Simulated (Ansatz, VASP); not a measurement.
BN in VASP and in Ansatz

File INCAR:

```
SYSTEM = BN
PREC = Accurate
ENCUT = 520
EDIFF = 1E-7
ISMEAR = 0
SIGMA = 0.05
LREAL = .FALSE.
LASPH = .TRUE.
NELM = 80
ALGO = Normal
ISIF = 2
LWAVE = .FALSE.
LCHARG = .FALSE.
GGA = PE
IVDW = 12
NBANDS = 11
```

File KPOINTS:

```
regular mesh
0
G
  12 12 12
  0 0 0
```

The input POSCAR:

```
BN
1.0
    0.0000000000      3.3394821895      2.1688319106
    1.2538424675      0.0000000000      2.1688319106
    1.2538424675      3.3394821895      0.0000000000
B N
1 1
Direct
    0.0001068737      0.0001068737      0.9998931263
    0.6896470006      0.6896470006      0.3103529994
```

Input for Ansatz:

```yaml
crystal:
  lattice:
    - [0.0, 3.3394821895, 2.1688319106]
    - [1.2538424675, 0.0, 2.1688319106]
    - [1.2538424675, 3.3394821895, 0.0]
  atoms:
    - { symbol: B, position: [0.0001068737, 0.0001068737, 0.9998931263] }
    - { symbol: "N", position: [0.6896470006, 0.6896470006, 0.3103529994] }
basis:
  ecutwfc: 420
kpoints:
  mp_grid: { grid: [12, 12, 12] }
hamiltonian:
  xc: pbe
  dispersion: d3bj
scf:
  occupations: { method: gaussian, width: 0.05 }
output:
  forces: true
  stress: true
  eigenvalues: true
```

Change from the starting cell: all N atoms moved +0.100 Å, as atom 2 along Cartesian [0 0 1].

Alike in both runs: task single point; functional PBE; dispersion D3(BJ); k mesh 12 × 12 × 12; occupations gaussian, width 0.05 eV; no spin polarisation.

|  | VASP | Ansatz |
| --- | --- | --- |
| version | VASP 6.6.1 | Ansatz 0.2.0 |
| potentials or method | VASP PAW PBE potentials, release 64 (B, N), cutoff 520 eV | scalar-relativistic, plane waves, PAW |
| valence electrons in the cell | 8 | 8 |

|  | VASP | Ansatz | Ansatz less VASP |
| --- | --- | --- | --- |
| gap on the k mesh at the Fermi level (eV) | 2.91 | 2.92 | +0.008 |
| least direct gap on the mesh (eV) | 4.21 | 4.22 | +0.006 |
| pressure (GPa) | 4.3 | 4.3 | -0.01 |
| traceless stress, the component that is largest in VASP (GPa) | 15.33 | 15.26 | -0.070 |
| rms of the force components (eV/Å) | 2.773 | 2.781 | +0.0076 |

Atom by atom the forces differ by 0.008 eV/Å (rms over components).
